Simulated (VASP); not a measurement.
Write the native input for VASP 6.6.1 that does the following.

```yaml
Task: single point
Functional: LDA
Potentials_or_basis: VASP PAW PBE potentials, release 64 (Pm)
Cutoff: 450 eV
k_mesh: 10 × 10 × 3
Occupations: methfessel-paxton, width 0.1 eV
Spin: collinear spin, ferromagnetic start
Starting_moments: "[4.0, 4.0, 4.0, 4.0] μB"
Tolerance_level: tight
Purpose: restart
Start: from scratch
Further_INCAR_settings: ALGO = Normal; EDIFF = 1e-06
```

The structure of Pm lies in POSCAR:

```
Pm
1.0
    3.6761810624      0.0000000000      0.0000000000
   -1.8380905312      3.1836661890      0.0000000000
    0.0000000000      0.0000000000     11.7991114600
Pm
4
Direct
    0.6666666667      0.3333333333      0.7500000000
    0.0000000000      0.0000000000      0.5000000000
    0.3333333333      0.6666666667      0.2500000000
    0.0000000000      0.0000000000      0.0000000000
```

The input as run:

INCAR

```
  ALGO = Normal
  EDIFF = 1E-6
  ENCUT = 450
  GGA = CA
  GGA_COMPAT = F
  ISIF = 2
  ISMEAR = 1
  ISPIN = 2
  KPAR = 4
  LASPH = T
  LCHARG = F
  LMAXMIX = 6
  LORBIT = 11
  LREAL = F
  LWAVE = F
  MAGMOM = 4 4 4 4
  NELM = 200
  PREC = Accurate
  SIGMA = 0.1
```

KPOINTS

```
k-points
0
Gamma
  10 10 3
```

Potentials or basis: VASP PAW PBE potentials, release 64 (Pm).

The run is started by

```console
$ cat potpaw_PBE.64/Pm/POTCAR > POTCAR
$ mpirun -np 4 vasp_std > vasp.out
```

Results of the run:

```
Pressure                                              : -3.9 GPa
Net moment                                            : 21.04 μB per cell
Site moments                                          : Pm +4.61, +4.63 (each value once) μB
Valence electrons inside the program's atomic spheres : Pm 12.41
```

Caveat: the magnetic or orbital state may not be the lowest; the highest band is partly filled, so the run has too few bands; the cell stands under tension; the PAW data sets were made with another functional, which shifts forces and pressure a little.

Run time: 14 min on 4 MPI ranks on Intel(R) Xeon(R) Platinum 8259CL CPU @ 2.50GHz (Skylake/Cascade Lake) (shared host), peak memory 0.35 GiB a rank.
